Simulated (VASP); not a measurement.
Here is a VASP 6.6.1 calculation.

File INCAR:

```
PREC = Accurate ; ENCUT = 600
EDIFF = 1E-6 ; ISMEAR = -1
SIGMA = 0.02 ; LREAL = F
LASPH = T ; NELM = 120
ALGO = Normal ; ISIF = 2
LWAVE = F ; LCHARG = T
GGA = PE ; LELF = T
LVHAR = T ; NBANDS = 16
GGA_COMPAT = F
```

Contents of KPOINTS:

```
Automatic mesh
0
Gamma
  12 12 6
```

The input POSCAR:

```
AlN
1.0
    3.1301934365      0.0000000000      0.0000000000
   -1.5650967183      2.7108270348      0.0000000000
    0.0000000000      0.0000000000      5.0179194742
Al N
2 2
Direct
    0.3333333333      0.6666666667     -0.0032711567
    0.6666666667      0.3333333333      0.4967288433
    0.3333333333      0.6666666667      0.3782711567
    0.6666666667      0.3333333333      0.8782711567
```

Potentials or basis: VASP PAW PBE potentials, release 64 (Al, N).

Run with:

```console
$ cat potpaw_PBE.64/Al/POTCAR potpaw_PBE.64/N/POTCAR > POTCAR
$ mpirun -np 1 vasp_std > vasp.out
```

**Question.** Predict the band gap on the k mesh.

**Answer.** 4.04 eV.

**Question.** What does it give for the pressure?

**Answer.** -0.4 GPa.

A k mesh can miss the band edges.
